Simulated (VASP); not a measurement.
# Ni (Fm-3m) in VASP: notebook

Runs on Ni. Level: PBE+U. Tasks: single point.

Everything below comes from runs of VASP 6.6.1. Logs are shortened: lines on timing, memory, paths and dates and some standing lists are left out, and cuts for length are marked.

## (1) The cell of the first run

The structure is cubic, space group Fm-3m (No. 225). Conventional cell: a = 3.540 Å, b = 3.540 Å, c = 3.540 Å, α = 90.00°, β = 90.00°, γ = 90.00°. Within 3.3 Å of Ni (site symmetry m-3m) lie 12 Ni at 2.50 Å.

## (2) Single point, PBE+U, collinear spin, ferromagnetic start

The input, INCAR:

```
PREC     = Accurate       # precision mode
ENCUT    = 520            # plane-wave cutoff, eV
EDIFF    = 1E-6           # SCF threshold, eV
ISMEAR   = -1             # smearing method
SIGMA    = 0.05           # smearing width, eV
LREAL    = False          # projectors in reciprocal space
LASPH    = True           # aspherical terms in the spheres
NELM     = 150            # most SCF steps
ALGO     = Normal         # electronic algorithm
ISIF     = 2              # what is computed and relaxed
LWAVE    = False          # write WAVECAR
LCHARG   = True           # write CHGCAR
ISPIN    = 2              # spin polarisation
MAGMOM   = 0.77           # initial moments
LORBIT   = 11             # projections on sites
NUPDOWN  = 0.77           # fixed moment
LMAXMIX  = 4              # l up to which the mixer works
LDAU     = True           # DFT+U
LDAUTYPE = 2            
LDAUL    = 2              # shell
LDAUU    = 6.2            # U, eV
LDAUJ    = 0            
LDAUPRINT= 1            
GGA      = PE             # functional
LELF     = True           # ELF
LVHAR    = True         
NBANDS   = 15             # bands
```

The input, KPOINTS:

```
Automatic mesh
0
Gamma
  12 12 12
```

The input, POSCAR:

```
Ni
1.0
    0.0000000000      1.7698700000      1.7698700000
    1.7698700000      0.0000000000      1.7698700000
    1.7698700000      1.7698700000      0.0000000000
Ni
1
Direct
    0.0000000000      0.0000000000      0.0000000000
```

Potentials or basis: VASP PAW PBE potentials, release 64 (Ni).

Started as:

```
cat potpaw_PBE.64/Ni/POTCAR > POTCAR
mpirun -np 1 vasp_std > vasp.out
```

OUTCAR:

```text
PREC = Accurate
   ENCUT = 520
   EDIFF = 1E-6
   ISMEAR = -1
   LREAL = False
   LASPH = True
   NELM = 150
   ISIF = 2
   ISPIN = 2
   LORBIT = 11
   NUPDOWN = 0.77
   GGA = PE

 ion  position               nearest neighbor table
   1  0.000  0.000  0.000-

  LATTYP: Found a face centered cubic cell.
 ALAT       =     3.5397400000

  Lattice vectors:

 A1 = (   0.0000000000,   1.7698700000,   1.7698700000)
 A2 = (   1.7698700000,   0.0000000000,   1.7698700000)
 A3 = (   1.7698700000,   1.7698700000,   0.0000000000)

Analysis of symmetry for initial positions (statically):
=====================================================================
 Subroutine PRICEL returns:
 Original cell was already a primitive cell.

 Routine SETGRP: Setting up the symmetry group for a
 face centered cubic supercell.

 Subroutine GETGRP returns: Found 48 space group operations
 (whereof 48 operations were pure point group operations)
 out of a pool of 48 trial point group operations.

The static configuration has the point symmetry O_h .

Analysis of symmetry for dynamics (positions and initial velocities):
=====================================================================
 Subroutine PRICEL returns:
 Original cell was already a primitive cell.

 Routine SETGRP: Setting up the symmetry group for a
 face centered cubic supercell.

 Subroutine GETGRP returns: Found 48 space group operations
 (whereof 48 operations were pure point group operations)
 out of a pool of 48 trial point group operations.

The dynamic configuration has the point symmetry O_h .

Analysis of structural, dynamic, and magnetic symmetry:
=====================================================================
 Subroutine PRICEL returns:
 Original cell was already a primitive cell.

 Routine SETGRP: Setting up the symmetry group for a
 face centered cubic supercell.

 Subroutine GETGRP returns: Found 48 space group operations
 (whereof 48 operations were pure point group operations)
 out of a pool of 48 trial point group operations.

The overall configuration has the point symmetry O_h .

 Subroutine INISYM returns: Found 48 space group operations
 (whereof 48 operations are pure point group operations),
 and found     1 'primitive' translations

----------------------------------------------------------------------------------------

                                     Primitive cell

  volume of cell :      11.0880

  direct lattice vectors                    reciprocal lattice vectors
     0.000000000  1.769870000  1.769870000    -0.282506625  0.282506625  0.282506625
     1.769870000  0.000000000  1.769870000     0.282506625 -0.282506625  0.282506625
     1.769870000  1.769870000  0.000000000     0.282506625  0.282506625 -0.282506625

  length of vectors
     2.502974158  2.502974158  2.502974158     0.489315828  0.489315828  0.489315828

  position of ions in fractional coordinates (direct lattice)
     0.000000000  0.000000000  0.000000000

  ion indices of the primitive-cell ions
   primitive index   ion index
                 1           1

----------------------------------------------------------------------------------------

 KPOINTS: Automatic mesh

Automatic generation of k-mesh.
 Grid dimensions read from file:
 generate k-points for:   12   12   12

 Generating k-lattice:

  Cartesian coordinates                     Fractional coordinates (reciprocal lattice)
    -0.023542219  0.023542219  0.023542219     0.083333333  0.000000000  0.000000000
     0.023542219 -0.023542219  0.023542219     0.000000000  0.083333333  0.000000000
     0.023542219  0.023542219 -0.023542219     0.000000000  0.000000000  0.083333333

  Length of vectors
     0.040776319  0.040776319  0.040776319

  Shift w.r.t. Gamma in fractional coordinates (k-lattice)
     0.000000000  0.000000000  0.000000000

 Subroutine IBZKPT returns following result:
 ===========================================

 Found     72 irreducible k-points:

 Following reciprocal coordinates:
            Coordinates               Weight
  0.000000  0.000000  0.000000      1.000000
  0.083333  0.000000  0.000000      8.000000
  0.166667  0.000000  0.000000      8.000000
  0.250000  0.000000  0.000000      8.000000
  0.333333  0.000000  0.000000      8.000000
  0.416667  0.000000  0.000000      8.000000
[... 16 lines left out ...]
  0.500000  0.166667  0.000000     24.000000
 -0.416667  0.166667  0.000000     24.000000
 [... further k-points ...]
   k-points           NKPTS =     72   k-points in BZ     NKDIM =     72   number of bands    NBANDS=     15
   number of dos      NEDOS =    301   number of ions     NIONS =      1
   total plane-waves  NPLWV =   8000
   dimension x,y,z NGX =    20 NGY =   20 NGZ =   20
   dimension x,y,z NGXF=    40 NGYF=   40 NGZF=   40
   ions per type =               1
   NGX,Y,Z   is equivalent  to a cutoff of  13.28, 13.28, 13.28 a.u.
   NGXF,Y,Z  is equivalent  to a cutoff of  26.57, 26.57, 26.57 a.u.
 SYSTEM =  unknown system
   PREC   = accura    normal or accurate (medium, high low for compatibility)
   ISTART =      0    job   : 0-new  1-cont  2-samecut
   ICHARG =      2    charge: 1-file 2-atom 10-const
   ISPIN  =      2    spin polarized calculation?
   LNONCOLLINEAR =      F non collinear calculations
   LSORBIT =      F    spin-orbit coupling
   LASPH  =      T    aspherical Exc in radial PAW
   ENCUT  =  520.0 eV  38.22 Ry    6.18 a.u.   4.65  4.65  4.65*2*pi/ulx,y,z
   NELM   =    150;   NELMIN=  2; NELMDL= -5     # of ELM steps
   EDIFF  = 0.1E-05   stopping-criterion for ELM
   LREAL  =      F    real-space projection
   EDIFFG = 0.1E-04   stopping-criterion for IOM
   NSW    =      0    number of steps for IOM
   IBRION =     -1    ionic relax: 0-MD 1-quasi-New 2-CG
   NFREE  =      0    steps in history (QN), initial steepest desc. (CG)
   ISIF   =      2    stress and relaxation
   ISYM   =      2    0-nonsym 1-usesym 2-fastsym
   POTIM  = 0.5000    time-step for ionic-motion
   TEBEG  =    0.0;   TEEND  =   0.0 temperature during run
   PSTRESS=    0.0 pullay stress
   NELECT =      10.0000    total number of electrons
   NUPDOWN=       0.7700    fix difference up-down
   EMIN   =  10.00;   EMAX   =-10.00  energy-range for DOS
   EFERMI =   0.00;   METHOD = LEGACY
   ISMEAR =    -1;   SIGMA  =   0.05  broadening in eV -4-tet -1-fermi 0-gaus
   EFERMI_NEDOS =   21; number of points for ismear=-14 and -15
   IALGO  =     38    algorithm
   IMIX   =      4    mixing-type and parameters
     AMIX     =   0.40;   BMIX     =  1.00
     AMIX_MAG =   1.60;   BMIX_MAG =  1.00
  volume/ion in A,a.u.               =      11.09        74.83
  Fermi-wavevector in a.u.,A,eV,Ry     =   1.581698  2.988975 34.038612  2.501767
  Thomas-Fermi vector in A             =   2.681734
   LORBIT       =     11    0 simple, 1 ext, 2 COOP (PROOUT), +10 PAW based schemes
 LDA+U is selected, type is set to LDAUTYPE =  2
   angular momentum for each species LDAUL =     2
   U (eV)           for each species LDAUU =   6.2
   J (eV)           for each species LDAUJ =   0.0
   GGA     = PE    functional components
   LHFCALC =     F    Hartree Fock is set to
   AEXX    =    0.0000 exact exchange contribution
   IVDW    =     0    specifies the selected vdW correction
   LEPSILON=     F    determine dielectric tensor
   LRPA    =     F    only Hartree local field effects (RPA)
 spin polarized calculation
  energy-cutoff  :      520.00
  volume of cell :       11.09
 maximum number of plane-waves:       310
   NGX =  9   NGY =  9   NGZ =  9

atom =   1  type =  1  l = 2

 onsite density matrix

spin component  1

  0.9437 -0.0000  0.0000 -0.0000  0.0000
 -0.0000  0.9437 -0.0000 -0.0000 -0.0000
  0.0000 -0.0000  0.9486 -0.0000  0.0000
 -0.0000 -0.0000 -0.0000  0.9437  0.0000
  0.0000 -0.0000  0.0000  0.0000  0.9486

spin component  2

  0.6623  0.0000 -0.0000  0.0000 -0.0000
  0.0000  0.6623 -0.0000  0.0000 -0.0000
 -0.0000 -0.0000  0.9278 -0.0000  0.0000
  0.0000  0.0000 -0.0000  0.6623  0.0000
 -0.0000 -0.0000  0.0000  0.0000  0.9278

 occupancies and eigenvectors

  o =  0.6623  v =  0.0000  0.0000  0.0000  0.0000  0.0000  0.0000 -0.9945  0.0000  0.1048 -0.0000      0.0000  0.0000  0.0000  0.0000  0.0000  0.0000  0.0000  0.0000  0.0000  0.0000
  o =  0.6623  v =  0.0000  0.0000  0.0000  0.0000  0.0000  1.0000  0.0000  0.0000  0.0000  0.0000      0.0000  0.0000  0.0000  0.0000  0.0000  0.0000  0.0000  0.0000  0.0000  0.0000
  o =  0.6623  v =  0.0000  0.0000  0.0000  0.0000  0.0000  0.0000  0.1048  0.0000  0.9945  0.0000      0.0000  0.0000  0.0000  0.0000  0.0000  0.0000  0.0000  0.0000  0.0000  0.0000
  o =  0.9278  v =  0.0000  0.0000  0.0000  0.0000  0.0000  0.0000 -0.0000 -0.0578 -0.0000  0.9983      0.0000  0.0000  0.0000  0.0000  0.0000  0.0000  0.0000  0.0000  0.0000  0.0000
  o =  0.9278  v =  0.0000  0.0000  0.0000  0.0000  0.0000  0.0000  0.0000  0.9983 -0.0000  0.0578      0.0000  0.0000  0.0000  0.0000  0.0000  0.0000  0.0000  0.0000  0.0000  0.0000
  o =  0.9437  v =  1.0000  0.0000  0.0000  0.0000  0.0000  0.0000  0.0000  0.0000  0.0000  0.0000      0.0000  0.0000  0.0000  0.0000  0.0000  0.0000  0.0000  0.0000  0.0000  0.0000
  o =  0.9437  v =  0.0000  0.1224  0.0000 -0.9925 -0.0000  0.0000  0.0000  0.0000  0.0000  0.0000      0.0000  0.0000  0.0000  0.0000  0.0000  0.0000  0.0000  0.0000  0.0000  0.0000
  o =  0.9437  v =  0.0000  0.9925 -0.0000  0.1224  0.0000  0.0000  0.0000  0.0000  0.0000  0.0000      0.0000  0.0000  0.0000  0.0000  0.0000  0.0000  0.0000  0.0000  0.0000  0.0000
  o =  0.9486  v =  0.0000  0.0000  0.2820  0.0000 -0.9594  0.0000  0.0000  0.0000  0.0000  0.0000      0.0000  0.0000  0.0000  0.0000  0.0000  0.0000  0.0000  0.0000  0.0000  0.0000
  o =  0.9486  v =  0.0000  0.0000 -0.9594 -0.0000 -0.2820  0.0000  0.0000  0.0000  0.0000  0.0000      0.0000  0.0000  0.0000  0.0000  0.0000  0.0000  0.0000  0.0000  0.0000  0.0000

 number of electron      10.0000009 magnetization       0.7700002

 Free energy of the ion-electron system (eV)
  ---------------------------------------------------
  ext. energy  EPLUGINS =         0.00000000
  ---------------------------------------------------
  free energy    TOTEN  =        -1.77885656 eV

  energy without entropy =       -1.76897194  energy(sigma->0) =       -1.77391425

 E-fermi :   8.5722     XC(G=0): -13.0330

 val. band max:        8.5511319496   @ k =  -0.4167   0.0833   0.0000
 cond. band min:       8.5731945379   @ k =   0.5000   0.1667   0.0833
 fundamental gap:      0.0220625883
 Fermi energy:         8.7798014231

 spin component 1

 k-point     1 :       0.0000    0.0000    0.0000
  band No.  band energies     occupation
      1       0.3278      1.00000
      2       4.3806      1.00000
      3       4.3806      1.00000
      4       4.3806      1.00000
      5       5.7000      1.00000
      6       5.7000      1.00000
      7      32.8198      0.00000
      8      35.3531      0.00000
      9      35.3531      0.00000
     10      35.3531      0.00000
     11      36.4805      0.00000
     12      36.4805      0.00000
     13      36.4805      0.00000
     14      42.2813      0.00000
     15      46.2285      0.00000
[... 833 lines left out ...]
 k-point    24 :      -0.4167    0.1667    0.0000
  band No.  band energies     occupation
      1       5.0211      1.00000
      2       5.0920      1.00000
      3       5.9253      1.00000
      4       7.2363      1.00000
      5       8.6457      0.18714
      6      11.1752      0.00000
      7      15.3945      0.00000
      8      24.9855      0.00000
      9      29.5981      0.00000
     10      31.3404      0.00000
     11      39.2867      0.00000
     12      40.0224      0.00000
     13      47.1801      0.00000
     14      50.1525      0.00000
     15      50.8688      0.00000

 [... further k-points ...]

------------------------ aborting loop because EDIFF is reached ----------------------------------------

  FORCE on cell =-STRESS in cart. coord.  units (eV):
  Direction    XX          YY          ZZ          XY          YZ          ZX
  --------------------------------------------------------------------------------------
  -------------------------------------------------------------------------------------
  Total       -0.7884190     -0.7884190     -0.7884190      0.0000000      0.0000000      0.0000000
  in kB     -113.9235632   -113.9235632   -113.9235632      0.0000000      0.0000000      0.0000000
  external PRESSURE =    -113.9235632 kB  Pullay stress =       0.0000000 kB

 VOLUME and BASIS-vectors are now :
 -----------------------------------------------------------------------------
  energy-cutoff  :      520.00
  volume of cell :       11.09
      direct lattice vectors                 reciprocal lattice vectors
     0.000000000  1.769870000  1.769870000    -0.282506625  0.282506625  0.282506625
     1.769870000  0.000000000  1.769870000     0.282506625 -0.282506625  0.282506625
     1.769870000  1.769870000  0.000000000     0.282506625  0.282506625 -0.282506625

 POSITION                                       TOTAL-FORCE (eV/Angst)
 -----------------------------------------------------------------------------------
      0.00000      0.00000      0.00000        -0.000000      0.000000      0.000000
 -----------------------------------------------------------------------------------
    total drift:                               -0.000000     -0.000000     -0.000000

  FREE ENERGIE OF THE ION-ELECTRON SYSTEM (eV)
  ---------------------------------------------------
  free  energy   TOTEN  =        -1.7788565556 eV

  energy  without entropy=       -1.7689719435  energy(sigma->0) =       -1.77391425

 total charge

# of ion       s       p       d       tot
------------------------------------------
    1        0.470   0.411   8.540   9.420

 magnetization (x)

# of ion       s       p       d       tot
------------------------------------------
    1       -0.017  -0.051   0.887   0.819
```

Wall time 40 s (1 thread of AMD EPYC 7R43 (Zen 3), shared host); peak memory 0.1 GiB.

Results:

```
Free energy                                           : -1.7789 eV
Pressure                                              : -11.4 GPa
Net moment                                            : 0.77 μB per cell
Site moments                                          : Ni +0.82 μB
Valence electrons inside the program's atomic spheres : Ni 9.42
```

Eigenvalues of the final occupation matrices:
```
    site  spin  trace               eigenvalues
site 1 d     1   4.73  0.94 0.94 0.94 0.95 0.95
site 1 d     2   3.84  0.66 0.66 0.66 0.93 0.93
```

Caveat: the total moment is fixed, so each spin has its own Fermi level; the U is typed as a test and isn't derived for this compound.

(Part 1 of 2 ends here.)
